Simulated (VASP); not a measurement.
A run of VASP 6.6.1 is set up as follows.

File INCAR:

```
SYSTEM = SiW8C8Cl2
  ALGO = Normal
  EDIFF = 1E-6
  ENCUT = 520
  GGA = PE
  ISIF = 2
  ISMEAR = -1
  LASPH = .True.
  LCHARG = .False.
  LREAL = Auto
  LWAVE = .False.
  NBANDS = 96
  NELM = 60
  PREC = Accurate
  SIGMA = 0.1
```

Contents of KPOINTS:

```
k-points
0
Gamma
  3 3 1
  0 0 0
```

The input POSCAR:

```
SiW8C8Cl2
1.0
    5.8006000000      0.0000000000      0.0000000000
   -2.9003000000      5.0234670000      0.0000000000
    0.0000000000      0.0000000000     16.2466500000
W C Si Cl
8 8 1 2
Direct
    0.0000000000      0.0000000000      0.0615511505
    0.0004025318     -0.0141933848      0.2355008571
   -0.0000119541      0.4999933313      0.0615511505
    0.0143810159      0.5015062307      0.2393539591
    0.5000000000      0.0000000000      0.0615511505
    0.5000829429     -0.0087987042      0.2401725894
    0.5000052854      0.4999933313      0.0615511505
    0.5107868098      0.5075578281      0.2373227712
    0.3117119108      0.1580581698      0.1392348576
    0.3360221038      0.1734061356      0.3162867422
    0.3235871642      0.6737577852      0.1397703527
    0.3258900213      0.6685024506      0.3190503888
    0.8400476076      0.1789401622      0.1493046259
    0.8245645082      0.1593520969      0.3159051251
    0.8407401278      0.6707917062      0.1443620685
    0.8224756716      0.6409517570      0.3039765121
    0.3355529673      0.4233729414      0.3867074135
   -0.1144166737      0.1752972598      0.4306303146
    0.5026083857      0.4836500369      0.4979549630
```

Potentials or basis: VASP PAW PBE potentials, release 64 (W_sv, C, Si, Cl).

Run with:

```console
$ cat potpaw_PBE.64/W_sv/POTCAR potpaw_PBE.64/C/POTCAR potpaw_PBE.64/Si/POTCAR potpaw_PBE.64/Cl/POTCAR > POTCAR
$ mpirun -np 1 vasp_std > vasp.out
```

Problem. Estimate the band gap on the k mesh.

Solution. Zero (bands 81 and 82 overlap by 0.53 eV).

Problem. What does it give for the largest force?

Solution. 2.926 eV/Å.

Forces in eV/Å, atoms in the order of the input:
```
W   -0.893 -0.170 -0.559
W   -0.132  1.942  0.938
W   -0.313 -0.294  0.260
W   -0.937 -0.742 -0.997
W    0.056  0.440  0.326
W   -1.252  1.227 -0.130
W   -0.159  0.144  0.088
W   -1.297 -1.491 -2.158
C    1.915  0.874  1.419
C   -0.223 -0.451 -0.190
C    1.455 -0.195  0.802
C    1.201 -0.434  0.618
C   -0.067 -1.264 -0.843
C    0.607  0.061  0.504
C   -0.340 -0.367 -0.991
C    0.551  1.137  1.391
Si  -0.441 -0.846 -0.390
Cl  -0.176  0.106 -0.903
Cl   0.445  0.321  0.815
```

Caveat: the k points lie up to 0.42 Å⁻¹ apart, too coarse for converged energies and pressures of a metal; there is no dipole correction, which matters where the two faces differ; spin-orbit coupling is left out, which moves the levels of the heavy elements.
